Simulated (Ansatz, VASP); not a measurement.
# Two plane-wave programs on Ge

```
Ge
1.0
    -3.52906    3.43746    3.52906
     3.34585   -3.43746    3.34585
     3.52906    3.43746   -3.52906
Ge
8
Direct
  0.50000 0.00000 0.79587
  0.79587 0.50000 0.00000
  0.00000 0.79587 0.50000
  0.70413 0.70413 0.70413
  0.50000 0.00000 0.20413
  0.20413 0.50000 0.00000
  0.00000 0.20413 0.50000
  0.29587 0.29587 0.29587
```

Change from the starting cell: engineering shear strain xz -0.0533, engineering shear strain yz +0.0000.

Alike in both runs: task single point; functional LDA; k mesh 8 × 8 × 8; occupations gaussian, width 0.15 eV; no spin polarisation.

|  | VASP | Ansatz |
| --- | --- | --- |
| version | VASP 6.6.1 | Ansatz 0.2.0 |
| potentials or method | VASP PAW LDA potentials, release 64 (Ge_d), cutoff 520 eV | scalar-relativistic, plane waves, PAW |
| valence electrons in the cell | 112 | 112 |

Ansatz gave:

- gap on the k mesh at the Fermi level (eV): none
- pressure (GPa): 0.3
- traceless stress, the component that is largest in VASP (GPa): 3.87
- rms of the force components (eV/Å): 0.230

Which values does VASP return?

gap on the k mesh at the Fermi level (eV): none; pressure (GPa): 0.6; traceless stress, the component that is largest in VASP (GPa): 3.89; rms of the force components (eV/Å): 0.233.

Ansatz warns that its potentials were made for another functional, while VASP's fit it. LDA's correlation is that of Perdew and Zunger in VASP and of Perdew and Wang (1992) in Ansatz. Atom by atom the forces differ by 0.005 eV/Å (rms over components). A gap of «none» marks a metal or a gap that the smearing closes.
